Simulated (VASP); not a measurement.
Write the native input for VASP 6.6.1 that does the following.

```
Task                   : single point
Functional             : RPBE
Potentials or basis    : VASP PAW PBE potentials, release 64 (Ba_sv)
Cutoff                 : 520 eV
k mesh                 : 8 × 8 × 6
Occupations            : fermi-dirac, width 0.1 eV
Spin                   : no spin polarisation
Dipole correction      : no
Further INCAR settings : ALGO = Normal; EDIFF = 1e-06; NBANDS = 17; ISYM = 0
```

The structure of Ba lies in POSCAR:

```
Ba
1.0
   -3.9449173292      3.9441919769      2.1329124101
    3.9441919769     -3.9449173292      2.1329124101
    3.9454742792      3.9454742792     -2.1342408942
Ba
2
Direct
    0.9999833809      0.0000166191      1.0000000000
    0.7500166191      0.2499833809      0.5000000000
```

One way to write it, as run:

INCAR

```
  PREC = Accurate
  ENCUT = 520
  EDIFF = 1E-6
  ISMEAR = -1
  SIGMA = 0.1
  LREAL = False
  LASPH = True
  NELM = 80
  ALGO = Normal
  ISIF = 2
  LWAVE = False
  LCHARG = True
  GGA = RP
  LELF = True
  LVHAR = True
  NBANDS = 17
  ISYM = 0
```

KPOINTS

```
Automatic mesh
0
Gamma
  8 8 6
```

Potentials or basis: VASP PAW PBE potentials, release 64 (Ba_sv).

Command:

```console
$ cat potpaw_PBE.64/Ba_sv/POTCAR > POTCAR
$ mpirun -np 1 vasp_std > vasp.out
```

It gave:

| Item | Value |
| --- | --- |
| Pressure | 0.1 GPa |
| Band gap on the k mesh | zero (band 10 reaches 1.57 eV, above the bottom of band 11 at 1.46 eV) |

Caveat: the PAW data sets were made with another functional, which shifts forces and pressure a little; spin-orbit coupling is left out, which moves the levels of the heavy elements.

It took 14 min on 1 thread of Oxide Virtual Turin-like Processor, on a shared host, peak memory 0.53 GiB.
